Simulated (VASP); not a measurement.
# AlP (F-43m) in VASP: further runs

Runs on AlP. Level: PBE. Tasks: single point.

Everything below comes from runs of VASP 6.6.1. Logs are shortened: lines on timing, memory, paths and dates and some standing lists are left out, and cuts for length are marked.

**1. The cell of the first run**

Symmetry: F-43m, No. 216, cubic system. Conventional cell: a = 5.340 Å, b = 5.340 Å, c = 5.340 Å, α = 90.00°, β = 90.00°, γ = 90.00°. Al (site symmetry -43m) has 4 P at 2.31 Å within 3.1 Å. P (site symmetry -43m) has 4 Al at 2.31 Å within 3.1 Å.

**2. Single point, PBE**

Input file INCAR:

```
SYSTEM = AlP
  ALGO = Normal
  EDIFF = 1E-6
  ENCUT = 500
  GGA = PE
  GGA_COMPAT = .False.
  ISIF = 2
  ISMEAR = 0
  LASPH = .True.
  LCHARG = .True.
  LELF = .True.
  LREAL = .False.
  LVHAR = .True.
  LWAVE = .False.
  NBANDS = 11
  NELM = 120
  PREC = Accurate
  SIGMA = 0.01
```

Input file KPOINTS:

```
k-points
0
Gamma
  6 6 6
  0 0 0
```

Input file POSCAR:

```
AlP
1.0
    0.0000000000      2.6698619393      2.6698619393
    2.6698619393      0.0000000000      2.6698619393
    2.6698619393      2.6698619393      0.0000000000
Al P
1 1
Direct
    0.0000000000      0.0000000000      0.0000000000
    0.2500000000      0.2500000000      0.2500000000
```

Potentials or basis: VASP PAW PBE potentials, release 64 (Al, P).

Launch:

```bash
$ cat potpaw_PBE.64/Al/POTCAR potpaw_PBE.64/P/POTCAR > POTCAR
$ mpirun -np 1 vasp_std > vasp.out
```

OUTCAR:

```text
SYSTEM = AlP
   EDIFF = 1E-6
   ENCUT = 500
   GGA = PE
   ISIF = 2
   ISMEAR = 0
   LASPH = .True.
   LREAL = .False.
   NELM = 120
   PREC = Accurate

 ion  position               nearest neighbor table
   1  0.000  0.000  0.000-   2 2.31   2 2.31   2 2.31   2 2.31
   2  0.250  0.250  0.250-   1 2.31   1 2.31   1 2.31   1 2.31

  LATTYP: Found a face centered cubic cell.
 ALAT       =     5.3397238786

  Lattice vectors:

 A1 = (   0.0000000000,   2.6698619393,   2.6698619393)
 A2 = (   2.6698619393,   0.0000000000,   2.6698619393)
 A3 = (   2.6698619393,   2.6698619393,   0.0000000000)

Analysis of symmetry for initial positions (statically):
=====================================================================
 Subroutine PRICEL returns:
 Original cell was already a primitive cell.

 Routine SETGRP: Setting up the symmetry group for a
 face centered cubic supercell.

 Subroutine GETGRP returns: Found 24 space group operations
 (whereof 24 operations were pure point group operations)
 out of a pool of 48 trial point group operations.

The static configuration has the point symmetry T_d .

Analysis of symmetry for dynamics (positions and initial velocities):
=====================================================================
 Subroutine PRICEL returns:
 Original cell was already a primitive cell.

 Routine SETGRP: Setting up the symmetry group for a
 face centered cubic supercell.

 Subroutine GETGRP returns: Found 24 space group operations
 (whereof 24 operations were pure point group operations)
 out of a pool of 48 trial point group operations.

The dynamic configuration has the point symmetry T_d .

 Subroutine INISYM returns: Found 24 space group operations
 (whereof 24 operations are pure point group operations),
 and found     1 'primitive' translations

----------------------------------------------------------------------------------------

                                     Primitive cell

  volume of cell :      38.0624

  direct lattice vectors                    reciprocal lattice vectors
     0.000000000  2.669861939  2.669861939    -0.187275601  0.187275601  0.187275601
     2.669861939  0.000000000  2.669861939     0.187275601 -0.187275601  0.187275601
     2.669861939  2.669861939  0.000000000     0.187275601  0.187275601 -0.187275601

  length of vectors
     3.775754964  3.775754964  3.775754964     0.324370856  0.324370856  0.324370856

  position of ions in fractional coordinates (direct lattice)
     0.000000000  0.000000000  0.000000000
     0.250000000  0.250000000  0.250000000

  ion indices of the primitive-cell ions
   primitive index   ion index
                 1           1
                 2           2

----------------------------------------------------------------------------------------

 KPOINTS: k-points

Automatic generation of k-mesh.
 Grid dimensions read from file:
 generate k-points for:    6    6    6

 Generating k-lattice:

  Cartesian coordinates                     Fractional coordinates (reciprocal lattice)
    -0.031212600  0.031212600  0.031212600     0.166666667  0.000000000  0.000000000
     0.031212600 -0.031212600  0.031212600     0.000000000  0.166666667  0.000000000
     0.031212600  0.031212600 -0.031212600     0.000000000  0.000000000  0.166666667

  Length of vectors
     0.054061809  0.054061809  0.054061809

  Shift w.r.t. Gamma in fractional coordinates (k-lattice)
     0.000000000  0.000000000  0.000000000

 Subroutine IBZKPT returns following result:
 ===========================================

 Found     16 irreducible k-points:

 Following reciprocal coordinates:
            Coordinates               Weight
  0.000000  0.000000  0.000000      1.000000
  0.166667  0.000000  0.000000      8.000000
  0.333333  0.000000  0.000000      8.000000
  0.500000  0.000000  0.000000      4.000000
  0.166667  0.166667  0.000000      6.000000
  0.333333  0.166667  0.000000     24.000000
[... 8 lines left out ...]
 -0.333333  0.333333  0.166667     24.000000
 -0.333333  0.500000  0.166667     12.000000
   k-points           NKPTS =     16   k-points in BZ     NKDIM =     16   number of bands    NBANDS=     11
   number of dos      NEDOS =    301   number of ions     NIONS =      2
   total plane-waves  NPLWV =  21952
   dimension x,y,z NGX =    28 NGY =   28 NGZ =   28
   dimension x,y,z NGXF=    56 NGYF=   56 NGZF=   56
   ions per type =               1   1
   NGX,Y,Z   is equivalent  to a cutoff of  12.33, 12.33, 12.33 a.u.
   NGXF,Y,Z  is equivalent  to a cutoff of  24.66, 24.66, 24.66 a.u.
 SYSTEM =  AlP
   PREC   = accura    normal or accurate (medium, high low for compatibility)
   ISTART =      0    job   : 0-new  1-cont  2-samecut
   ICHARG =      2    charge: 1-file 2-atom 10-const
   ISPIN  =      1    spin polarized calculation?
   LNONCOLLINEAR =      F non collinear calculations
   LSORBIT =      F    spin-orbit coupling
   LASPH  =      T    aspherical Exc in radial PAW
   ENCUT  =  500.0 eV  36.75 Ry    6.06 a.u.   6.88  6.88  6.88*2*pi/ulx,y,z
   NELM   =    120;   NELMIN=  2; NELMDL= -5     # of ELM steps
   EDIFF  = 0.1E-05   stopping-criterion for ELM
   LREAL  =      F    real-space projection
   EDIFFG = 0.1E-04   stopping-criterion for IOM
   NSW    =      0    number of steps for IOM
   IBRION =     -1    ionic relax: 0-MD 1-quasi-New 2-CG
   NFREE  =      0    steps in history (QN), initial steepest desc. (CG)
   ISIF   =      2    stress and relaxation
   ISYM   =      2    0-nonsym 1-usesym 2-fastsym
   POTIM  = 0.5000    time-step for ionic-motion
   TEBEG  =    0.0;   TEEND  =   0.0 temperature during run
   PSTRESS=    0.0 pullay stress
   NELECT =       8.0000    total number of electrons
   NUPDOWN=      -1.0000    fix difference up-down
   EMIN   =  10.00;   EMAX   =-10.00  energy-range for DOS
   EFERMI =   0.00;   METHOD = LEGACY
   ISMEAR =     0;   SIGMA  =   0.01  broadening in eV -4-tet -1-fermi 0-gaus
   EFERMI_NEDOS =   21; number of points for ismear=-14 and -15
   IALGO  =     38    algorithm
   IMIX   =      4    mixing-type and parameters
     AMIX     =   0.40;   BMIX     =  1.00
     AMIX_MAG =   1.60;   BMIX_MAG =  1.00
  volume/ion in A,a.u.               =      19.03       128.43
  Fermi-wavevector in a.u.,A,eV,Ry     =   0.973358  1.839380 12.890516  0.947426
  Thomas-Fermi vector in A             =   2.103731
   LORBIT       =      0    0 simple, 1 ext, 2 COOP (PROOUT), +10 PAW based schemes
   GGA     = PE    functional components
   LHFCALC =     F    Hartree Fock is set to
   AEXX    =    0.0000 exact exchange contribution
   IVDW    =     0    specifies the selected vdW correction
   LEPSILON=     F    determine dielectric tensor
   LRPA    =     F    only Hartree local field effects (RPA)
 non-spin polarized calculation
 Gauss-broadening in eV      SIGMA  =   0.01
  energy-cutoff  :      500.00
  volume of cell :       38.06
 maximum number of plane-waves:       982
   NGX = 13   NGY = 13   NGZ = 13

 number of electron       7.9999999 magnetization

 Free energy of the ion-electron system (eV)
  ---------------------------------------------------
  ext. energy  EPLUGINS =         0.00000000
  ---------------------------------------------------
  free energy    TOTEN  =       -10.27096124 eV

  energy without entropy =      -10.27096124  energy(sigma->0) =      -10.27096124

 E-fermi :   5.3277     XC(G=0):  -9.4692

 val. band max:        5.2170301287   @ k =   0.0000   0.0000   0.0000
 cond. band min:       6.6519042991   @ k =   0.5000   0.5000   0.0000
 fundamental gap:      1.4348741705
 Fermi energy:         5.3276679629

 k-point     1 :       0.0000    0.0000    0.0000
  band No.  band energies     occupation
      1      -6.6863      2.00000
      2       5.2170      2.00000
      3       5.2170      2.00000
      4       5.2170      2.00000
      5       9.1028      0.00000
      6       9.8671      0.00000
      7       9.8671      0.00000
      8       9.8671      0.00000
      9      14.1222      0.00000
     10      14.1222      0.00000
     11      15.9878      0.00000

 k-point     2 :       0.1667    0.0000    0.0000
  band No.  band energies     occupation
      1      -6.3591      2.00000
      2       3.2913      2.00000
      3       4.9596      2.00000
      4       4.9596      2.00000
      5       9.1466      0.00000
      6      10.3255      0.00000
      7      10.3255      0.00000
      8      11.2800      0.00000
      9      13.4525      0.00000
     10      13.4525      0.00000
     11      16.3780      0.00000

 k-point     3 :       0.3333    0.0000    0.0000
  band No.  band energies     occupation
      1      -5.4968      2.00000
      2       0.6754      2.00000
      3       4.5700      2.00000
      4       4.5700      2.00000
      5       8.5239      0.00000
      6      10.3133      0.00000
      7      10.3133      0.00000
      8      13.4998      0.00000
      9      14.4911      0.00000
     10      14.4911      0.00000
     11      15.9583      0.00000

 k-point     4 :       0.5000    0.0000    0.0000
  band No.  band energies     occupation
      1      -4.8362      2.00000
      2      -0.6209      2.00000
      3       4.4143      2.00000
      4       4.4143      2.00000
      5       8.2814      0.00000
      6      10.0449      0.00000
      7      10.0449      0.00000
      8      13.6662      0.00000
      9      16.9609      0.00000
     10      16.9609      0.00000
     11      17.6706      0.00000

 k-point     5 :       0.1667    0.1667    0.0000
  band No.  band energies     occupation
      1      -6.2488      2.00000
      2       3.5282      2.00000
      3       4.4137      2.00000
      4       4.4137      2.00000
      5       8.8579      0.00000
      6      10.2810      0.00000
      7      11.2580      0.00000
      8      11.2580      0.00000
      9      12.5164      0.00000
     10      14.6720      0.00000
     11      17.8556      0.00000
[... 99 lines left out ...]
 k-point    13 :       0.5000    0.5000    0.0000
  band No.  band energies     occupation
      1      -4.1020      2.00000
      2      -0.3272      2.00000
      3       2.9732      2.00000
      4       2.9732      2.00000
      5       6.6519      0.00000
      6       7.6513      0.00000
      7      16.8668      0.00000
      8      16.8668      0.00000
      9      17.5787      0.00000
     10      17.5787      0.00000
     11      18.0615      0.00000

 k-point    14 :       0.5000    0.3333    0.1667
  band No.  band energies     occupation
      1      -4.8078      2.00000
      2       0.6388      2.00000
      3       2.3493      2.00000
      4       3.5091      2.00000
      5       9.0907      0.00000
      6      10.1467      0.00000
      7      10.9278      0.00000
      8      13.7298      0.00000
      9      14.9118      0.00000
     10      17.1529      0.00000
     11      19.1203      0.00000

 k-point    15 :      -0.3333    0.3333    0.1667
  band No.  band energies     occupation
      1      -4.2837      2.00000
      2       0.0073      2.00000
      3       1.8713      2.00000
      4       3.0808      2.00000
      5       9.2774      0.00000
      6      10.3422      0.00000
      7      12.3561      0.00000
      8      13.0599      0.00000
      9      14.4788      0.00000
     10      17.5739      0.00000
     11      18.6407      0.00000

 k-point    16 :      -0.3333    0.5000    0.1667
  band No.  band energies     occupation
      1      -4.0566      2.00000
      2      -0.0237      2.00000
      3       2.0841      2.00000
      4       2.3394      2.00000
      5       8.5052      0.00000
      6       9.6148      0.00000
      7      13.1375      0.00000
      8      13.5098      0.00000
      9      17.0053      0.00000
     10      17.5417      0.00000
     11      19.0535      0.00000

------------------------ aborting loop because EDIFF is reached ----------------------------------------

  FORCE on cell =-STRESS in cart. coord.  units (eV):
  Direction    XX          YY          ZZ          XY          YZ          ZX
  --------------------------------------------------------------------------------------
  -------------------------------------------------------------------------------------
  Total        2.1950879      2.1950879      2.1950879      0.0000000      0.0000000     -0.0000000
  in kB       92.3987487     92.3987487     92.3987487      0.0000000      0.0000000     -0.0000000
  external PRESSURE =      92.3987487 kB  Pullay stress =       0.0000000 kB

 VOLUME and BASIS-vectors are now :
 -----------------------------------------------------------------------------
  energy-cutoff  :      500.00
  volume of cell :       38.06
      direct lattice vectors                 reciprocal lattice vectors
     0.000000000  2.669861939  2.669861939    -0.187275601  0.187275601  0.187275601
     2.669861939  0.000000000  2.669861939     0.187275601 -0.187275601  0.187275601
     2.669861939  2.669861939  0.000000000     0.187275601  0.187275601 -0.187275601

 POSITION                                       TOTAL-FORCE (eV/Angst)
 -----------------------------------------------------------------------------------
      0.00000      0.00000      0.00000         0.000000      0.000000      0.000000
      1.33493      1.33493      1.33493        -0.000000     -0.000000     -0.000000
 -----------------------------------------------------------------------------------
    total drift:                                0.000000      0.000000      0.000000

  FREE ENERGIE OF THE ION-ELECTRON SYSTEM (eV)
  ---------------------------------------------------
  free  energy   TOTEN  =       -10.2709612358 eV

  energy  without entropy=      -10.2709612358  energy(sigma->0) =      -10.27096124
```

Run time: 3.6 s. Hardware: 1 thread of Intel Xeon 6975P-C (Granite Rapids), shared host; peak memory 0.14 GiB.

Results:

```yaml
Free_energy: -10.2710 eV
Pressure: 9.2 GPa
Band_gap_on_the_k_mesh: 1.43 eV, indirect (least direct gap 3.68 eV)
```

(Continued in part 2 of 2.)
